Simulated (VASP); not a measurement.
# Ga2O3 (Ga2O3 (R-3c)) (R-3c) in VASP: single point with PBE

Aim: the single point of Ga2O3 (Ga2O3 (R-3c)) with PBE.

All numbers are computed with VASP 6.6.1; they aren't measurements. Logs are shortened: lines on timing, memory, paths and dates and some standing lists are left out, and cuts for length are marked.

## Step 1: The cell of the first run

The structure is trigonal, space group R-3c (No. 167). Conventional cell: a = 5.058 Å, b = 5.058 Å, c = 13.624 Å, α = 90.00°, β = 90.00°, γ = 120.00°. Ga (site symmetry 3) has 6 O at 1.95 to 2.10 Å within 2.6 Å. Within 2.6 Å of O (site symmetry 2) lie 4 Ga at 1.95 to 2.10 Å. O (site symmetry 2) has 4 Ga at 1.95 to 2.10 Å within 2.6 Å.

## Step 2: Single point, PBE

INCAR reads:

```
SYSTEM = Ga2O3
  PREC = Accurate
  ENCUT = 520
  EDIFF = 1E-6
  ISMEAR = 0
  SIGMA = 0.01
  LREAL = Auto
  LASPH = .True.
  NELM = 100
  ALGO = Normal
  ISIF = 2
  LWAVE = .False.
  LCHARG = .True.
  GGA = PE
  LELF = .True.
  LVHAR = .True.
  NBANDS = 202
```

KPOINTS reads:

```
Automatic mesh
0
Gamma
  1 1 1
  0 0 0
```

POSCAR reads:

```
Ga2O3
1.0
    2.5289754451      1.4601046709      4.5413080054
   -5.0579508901      2.9202093417      9.0826160107
    0.0000000000     -5.8404185822      9.0826160433
Ga O
16 24
Direct
    0.8558413518      0.4279206759      0.4279206759
    0.6441586482      0.3220793241      0.3220793241
    0.1441586482      0.0720793241      0.0720793241
    0.3558413518      0.1779206759      0.1779206759
    0.8558413518      0.4279206759      0.9279206759
    0.6441586482      0.3220793241      0.8220793241
    0.1441586482      0.0720793241      0.5720793241
    0.3558413518      0.1779206759      0.6779206759
    0.8558413518      0.9279206759      0.4279206759
    0.6441586482      0.8220793241      0.3220793241
    0.1441586482      0.5720793241      0.0720793241
    0.3558413518      0.6779206759      0.1779206759
    0.8558413518      0.9279206759      0.9279206759
    0.6441586482      0.8220793241      0.8220793241
    0.1441586482      0.5720793241      0.5720793241
    0.3558413518      0.6779206759      0.6779206759
    0.7500000000      0.2234501549      0.0265498451
    0.4469003098      0.0265498451      0.3750000000
    0.0530996902      0.3750000000      0.2234501549
    0.2500000000      0.2765498451      0.4734501549
    0.9469003098      0.1250000000      0.2765498451
    0.5530996902      0.4734501549      0.1250000000
    0.7500000000      0.2234501549      0.5265498451
    0.4469003098      0.0265498451      0.8750000000
    0.0530996902      0.3750000000      0.7234501549
    0.2500000000      0.2765498451      0.9734501549
    0.9469003098      0.1250000000      0.7765498451
    0.5530996902      0.4734501549      0.6250000000
    0.7500000000      0.7234501549      0.0265498451
    0.4469003098      0.5265498451      0.3750000000
    0.0530996902      0.8750000000      0.2234501549
    0.2500000000      0.7765498451      0.4734501549
    0.9469003098      0.6250000000      0.2765498451
    0.5530996902      0.9734501549      0.1250000000
    0.7500000000      0.7234501549      0.5265498451
    0.4469003098      0.5265498451      0.8750000000
    0.0530996902      0.8750000000      0.7234501549
    0.2500000000      0.7765498451      0.9734501549
    0.9469003098      0.6250000000      0.7765498451
    0.5530996902      0.9734501549      0.6250000000
```

Potentials or basis: VASP PAW PBE potentials, release 64 (Ga_d, O).

Command:

```bash
$ cat potpaw_PBE.64/Ga_d/POTCAR potpaw_PBE.64/O/POTCAR > POTCAR
$ mpirun -np 1 vasp_gam > vasp.out
```

OUTCAR:

```text
SYSTEM = Ga2O3
   PREC = Accurate
   ENCUT = 520
   EDIFF = 1E-6
   ISMEAR = 0
   LREAL = Auto
   LASPH = .True.
   NELM = 100
   ISIF = 2
   GGA = PE

 ion  position               nearest neighbor table
   1  0.856  0.428  0.428-  33 1.95  28 1.95  20 1.95  23 2.10  19 2.10  30 2.10   2 2.88
   2  0.644  0.322  0.322-  21 1.95  22 1.95  20 1.95  30 2.10  23 2.10  19 2.10   1 2.88
   3  0.144  0.072  0.072-  31 1.95  24 1.95  17 1.95  26 2.10  21 2.10  34 2.10   4 2.88
   4  0.356  0.178  0.178-  19 1.95  18 1.95  17 1.95  34 2.10  26 2.10  21 2.10   3 2.88
   5  0.856  0.428  0.928-  39 1.95  22 1.95  26 1.95  17 2.10  25 2.10  36 2.10   6 2.88
   6  0.644  0.322  0.822-  27 1.95  28 1.95  26 1.95  36 2.10  17 2.10  25 2.10   5 2.88
[... 8 lines left out ...]
  15  0.144  0.572  0.572-  25 1.95  30 1.95  35 1.95  32 2.10  39 2.10  28 2.10  16 2.88
  16  0.356  0.678  0.678-  37 1.95  36 1.95  35 1.95  28 2.10  32 2.10  39 2.10  15 2.88
  17  0.750  0.223  0.027-   3 1.95   4 1.95   5 2.10   6 2.10
  18  0.447  0.027  0.375-   4 1.95   7 1.95  10 2.10   9 2.10
  19  0.053  0.375  0.223-  11 1.95   4 1.95   1 2.10   2 2.10
  20  0.250  0.277  0.473-   1 1.95   2 1.95   7 2.10   8 2.10
  21  0.947  0.125  0.277-   9 1.95   2 1.95   3 2.10   4 2.10
  22  0.553  0.473  0.125-   2 1.95   5 1.95  12 2.10  11 2.10
[... 16 lines left out ...]
  39  0.947  0.625  0.777-   5 1.95  14 1.95  15 2.10  16 2.10
  40  0.553  0.973  0.625-  14 1.95   9 1.95   8 2.10   7 2.10

  LATTYP: Found a base centered monoclinic cell.
 ALAT       =    14.7964817519
 B/A-ratio  =     0.6836693986
 C/A-ratio  =     0.3648959281
 COS(beta)  =    -0.0893300005

  Lattice vectors:

 A1 = (   7.5869263352,  -1.4601046708,  -4.5413080053)
 A2 = (   2.5289754451,   7.3005232531,  -4.5413080379)
 A3 = (   2.5289754451,   1.4601046709,   4.5413080054)

Analysis of symmetry for initial positions (statically):
=====================================================================
 Subroutine PRICEL returns following result:

  LATTYP: Found a trigonal (rhomboedric) cell.
 ALAT       =     5.3991759418
 COS(alpha) =     0.5612023824

  Lattice vectors:

 A1 = (   2.5289754451,   1.4601046709,   4.5413080054)
 A2 = (  -2.5289754450,   1.4601046709,   4.5413080054)
 A3 = (   0.0000000000,  -2.9202092911,   4.5413080216)

   4 primitive cells build up your supercell.

 Routine SETGRP: Setting up the symmetry group for a
 base centered monoclinic supercell.

 Subroutine GETGRP returns: Found  4 space group operations
 (whereof  2 operations were pure point group operations)
 out of a pool of  4 trial point group operations.

The static configuration has the point symmetry S_2 .
 The point group associated with its full space group is C_2h.

Analysis of symmetry for dynamics (positions and initial velocities):
=====================================================================
 Subroutine PRICEL returns following result:

  LATTYP: Found a trigonal (rhomboedric) cell.
 ALAT       =     5.3991759418
 COS(alpha) =     0.5612023824

  Lattice vectors:

 A1 = (   2.5289754451,   1.4601046709,   4.5413080054)
 A2 = (  -2.5289754450,   1.4601046709,   4.5413080054)
 A3 = (   0.0000000000,  -2.9202092911,   4.5413080216)

   4 primitive cells build up your supercell.

 Routine SETGRP: Setting up the symmetry group for a
 base centered monoclinic supercell.

 Subroutine GETGRP returns: Found  4 space group operations
 (whereof  2 operations were pure point group operations)
 out of a pool of  4 trial point group operations.

The dynamic configuration has the point symmetry S_2 .
 The point group associated with its full space group is C_2h.

 Subroutine INISYM returns: Found  4 space group operations
 (whereof  2 operations are pure point group operations),
 and found     4 'primitive' translations

----------------------------------------------------------------------------------------

                                     Primitive cell

  volume of cell :     100.6146

  direct lattice vectors                    reciprocal lattice vectors
     2.528975445  1.460104671  4.541308005     0.197708523  0.114147069  0.073400291
    -2.528975445  1.460104671  4.541308005    -0.197708523  0.114147069  0.073400291
     0.000000000 -2.920209291  4.541308022     0.000000000 -0.228294138  0.073400293

  length of vectors
     5.399175942  5.399175942  5.399175942     0.239803704  0.239803704  0.239803704

  position of ions in fractional coordinates (direct lattice)
     0.855841352  0.855841352  0.855841352
     0.644158648  0.644158648  0.644158648
     0.144158648  0.144158648  0.144158648
     0.355841352  0.355841352  0.355841352
     0.750000000  0.446900310  0.053099690
     0.446900310  0.053099690  0.750000000
     0.053099690  0.750000000  0.446900310
     0.250000000  0.553099690  0.946900310
     0.946900310  0.250000000  0.553099690
     0.553099690  0.946900310  0.250000000

  ion indices of the primitive-cell ions
   primitive index   ion index
                 1           1
                 2           2
                 3          15
                 4           4
                 5          23
                 6          30
                 7          19
                 8          20
                 9          33
                10          28

----------------------------------------------------------------------------------------

 KPOINTS: Automatic mesh

Automatic generation of k-mesh.
 Grid dimensions read from file:
 generate k-points for:    1    1    1

 Generating k-lattice:

  Cartesian coordinates                     Fractional coordinates (reciprocal lattice)
     0.197708523  0.114147069  0.073400291     1.000000000  0.000000000  0.000000000
    -0.098854262  0.057073535  0.036700146     0.000000000  1.000000000  0.000000000
     0.000000000 -0.114147069  0.036700146     0.000000000  0.000000000  1.000000000

  Length of vectors
     0.239803704  0.119901852  0.119901852

  Shift w.r.t. Gamma in fractional coordinates (k-lattice)
     0.000000000  0.000000000  0.000000000

 Subroutine IBZKPT returns following result:
 ===========================================

 Found      1 irreducible k-points:

 Following reciprocal coordinates:
            Coordinates               Weight
  0.000000  0.000000  0.000000      1.000000
   k-points           NKPTS =      1   k-points in BZ     NKDIM =      1   number of bands    NBANDS=    202
   number of dos      NEDOS =    301   number of ions     NIONS =     40
   total plane-waves  NPLWV = 256000
   dimension x,y,z NGX =    40 NGY =   80 NGZ =   80
   dimension x,y,z NGXF=    80 NGYF=  160 NGZF=  160
   ions per type =              16  24
   NGX,Y,Z   is equivalent  to a cutoff of  12.32, 12.32, 12.32 a.u.
   NGXF,Y,Z  is equivalent  to a cutoff of  24.63, 24.63, 24.63 a.u.
 SYSTEM =  Ga2O3
   PREC   = accura    normal or accurate (medium, high low for compatibility)
   ISTART =      0    job   : 0-new  1-cont  2-samecut
   ICHARG =      2    charge: 1-file 2-atom 10-const
   ISPIN  =      1    spin polarized calculation?
   LNONCOLLINEAR =      F non collinear calculations
   LSORBIT =      F    spin-orbit coupling
   LASPH  =      T    aspherical Exc in radial PAW
   ENCUT  =  520.0 eV  38.22 Ry    6.18 a.u.  10.04 20.08 20.08*2*pi/ulx,y,z
   NELM   =    100;   NELMIN=  2; NELMDL= -5     # of ELM steps
   EDIFF  = 0.1E-05   stopping-criterion for ELM
   LREAL  =      T    real-space projection
   EDIFFG = 0.1E-04   stopping-criterion for IOM
   NSW    =      0    number of steps for IOM
   IBRION =     -1    ionic relax: 0-MD 1-quasi-New 2-CG
   NFREE  =      0    steps in history (QN), initial steepest desc. (CG)
   ISIF   =      2    stress and relaxation
   ISYM   =      2    0-nonsym 1-usesym 2-fastsym
   POTIM  = 0.5000    time-step for ionic-motion
   TEBEG  =    0.0;   TEEND  =   0.0 temperature during run
   PSTRESS=    0.0 pullay stress
   NELECT =     352.0000    total number of electrons
   NUPDOWN=      -1.0000    fix difference up-down
   EMIN   =  10.00;   EMAX   =-10.00  energy-range for DOS
   EFERMI =   0.00;   METHOD = LEGACY
   ISMEAR =     0;   SIGMA  =   0.01  broadening in eV -4-tet -1-fermi 0-gaus
   EFERMI_NEDOS =   21; number of points for ismear=-14 and -15
   IALGO  =     38    algorithm
   IMIX   =      4    mixing-type and parameters
     AMIX     =   0.40;   BMIX     =  1.00
     AMIX_MAG =   1.60;   BMIX_MAG =  1.00
  volume/ion in A,a.u.               =      10.06        67.90
  Fermi-wavevector in a.u.,A,eV,Ry     =   1.565605  2.958564 33.349487  2.451118
  Thomas-Fermi vector in A             =   2.668056
   LORBIT       =      0    0 simple, 1 ext, 2 COOP (PROOUT), +10 PAW based schemes
   GGA     = PE    functional components
   LHFCALC =     F    Hartree Fock is set to
   AEXX    =    0.0000 exact exchange contribution
   IVDW    =     0    specifies the selected vdW correction
   LEPSILON=     F    determine dielectric tensor
   LRPA    =     F    only Hartree local field effects (RPA)
 non-spin polarized calculation
 Gauss-broadening in eV      SIGMA  =   0.01
  energy-cutoff  :      520.00
  volume of cell :      402.46
 maximum number of plane-waves:      5405
   NGX = 21   NGY = 41   NGZ = 41

 number of electron     352.0000012 magnetization

 Free energy of the ion-electron system (eV)
  ---------------------------------------------------
  ext. energy  EPLUGINS =         0.00000000
  ---------------------------------------------------
  free energy    TOTEN  =      -234.53282410 eV

  energy without entropy =     -234.53282410  energy(sigma->0) =     -234.53282410

 E-fermi :   4.0885     XC(G=0): -11.9534

 val. band max:        4.0228521859   @ k =   0.0000   0.0000   0.0000
 cond. band min:       6.5139729389   @ k =   0.0000   0.0000   0.0000
 fundamental gap:      2.4911207530
 Fermi energy:         4.0885423815

 k-point     1 :       0.0000    0.0000    0.0000
  band No.  band energies     occupation
      1     -14.5376      2.00000
      2     -13.6658      2.00000
      3     -13.6658      2.00000
      4     -13.6566      2.00000
      5     -13.5744      2.00000
      6     -13.5744      2.00000
[... 180 lines left out ...]
    187      10.4954      0.00000
    188      10.4954      0.00000
 [bands above 188 left out]

------------------------ aborting loop because EDIFF is reached ----------------------------------------

  FORCE on cell =-STRESS in cart. coord.  units (eV):
  Direction    XX          YY          ZZ          XY          YZ          ZX
  --------------------------------------------------------------------------------------
  -------------------------------------------------------------------------------------
  Total       -0.4588216      5.0979421     -0.8210102     -4.8122985      0.3905633      0.6764748
  in kB       -1.8265586     20.2947956     -3.2684234    -19.1576547      1.5548241      2.6930312
  external PRESSURE =       5.0666045 kB  Pullay stress =       0.0000000 kB

 VOLUME and BASIS-vectors are now :
 -----------------------------------------------------------------------------
  energy-cutoff  :      520.00
  volume of cell :      402.46
      direct lattice vectors                 reciprocal lattice vectors
     2.528975445  1.460104671  4.541308005     0.197708523  0.114147069  0.073400291
    -5.057950890  2.920209342  9.082616011    -0.098854262  0.057073535  0.036700146
     0.000000000 -5.840418582  9.082616043     0.000000000 -0.114147069  0.036700146

 POSITION                                       TOTAL-FORCE (eV/Angst)
 -----------------------------------------------------------------------------------
      0.00000      0.00000     11.65992         0.099314     -0.051245      0.055741
      0.00000      0.00000      8.77597        -0.005278     -0.111631     -0.055741
      0.00000      0.00000      1.96401        -0.099314      0.051245     -0.055741
      0.00000      0.00000      4.84796         0.005278      0.111631      0.055741
      0.00000     -2.92021     16.20123         0.099314     -0.051245      0.055741
      0.00000     -2.92021     13.31728        -0.005278     -0.111631     -0.055741
[... 32 lines left out ...]
     -0.76653     -1.32767     17.02991        -0.282807      0.437300      0.010054
     -3.52489      0.00000     17.02991        -0.237309      0.463568     -0.010054
 -----------------------------------------------------------------------------------
    total drift:                                0.000000      0.000000      0.000000

  FREE ENERGIE OF THE ION-ELECTRON SYSTEM (eV)
  ---------------------------------------------------
  free  energy   TOTEN  =      -234.5328241032 eV

  energy  without entropy=     -234.5328241032  energy(sigma->0) =     -234.53282410
```

It took 4.9 min on 1 thread of Intel Xeon Platinum 8488C (Sapphire Rapids), shared host; peak memory 0.52 GiB.

Results:

* Free energy: -234.5328 eV
* Pressure: 0.5 GPa
* Largest force: 0.793 eV/Å
* Band gap on the k mesh: 2.49 eV

Forces on the atoms (eV/Å):
```
Ga   0.099 -0.051  0.056
Ga  -0.005 -0.112 -0.056
Ga  -0.099  0.051 -0.056
Ga   0.005  0.112  0.056
Ga   0.099 -0.051  0.056
Ga  -0.005 -0.112 -0.056
Ga  -0.099  0.051 -0.056
Ga   0.005  0.112  0.056
Ga   0.099 -0.051  0.056
Ga  -0.005 -0.112 -0.056
Ga  -0.099  0.051 -0.056
Ga   0.005  0.112  0.056
Ga   0.099 -0.051  0.056
Ga  -0.005 -0.112 -0.056
Ga  -0.099  0.051 -0.056
Ga   0.005  0.112  0.056
O    0.397 -0.687  0.000
O    0.237 -0.464  0.010
O    0.283 -0.437 -0.010
O   -0.397  0.687  0.000
O   -0.283  0.437  0.010
O   -0.237  0.464 -0.010
O    0.397 -0.687  0.000
O    0.237 -0.464  0.010
O    0.283 -0.437 -0.010
O   -0.397  0.687  0.000
O   -0.283  0.437  0.010
O   -0.237  0.464 -0.010
O    0.397 -0.687  0.000
O    0.237 -0.464  0.010
O    0.283 -0.437 -0.010
O   -0.397  0.687  0.000
O   -0.283  0.437  0.010
O   -0.237  0.464 -0.010
O    0.397 -0.687  0.000
O    0.237 -0.464  0.010
O    0.283 -0.437 -0.010
O   -0.397  0.687  0.000
O   -0.283  0.437  0.010
O   -0.237  0.464 -0.010
```

Caveat: the k points lie up to 1.51 Å⁻¹ apart.
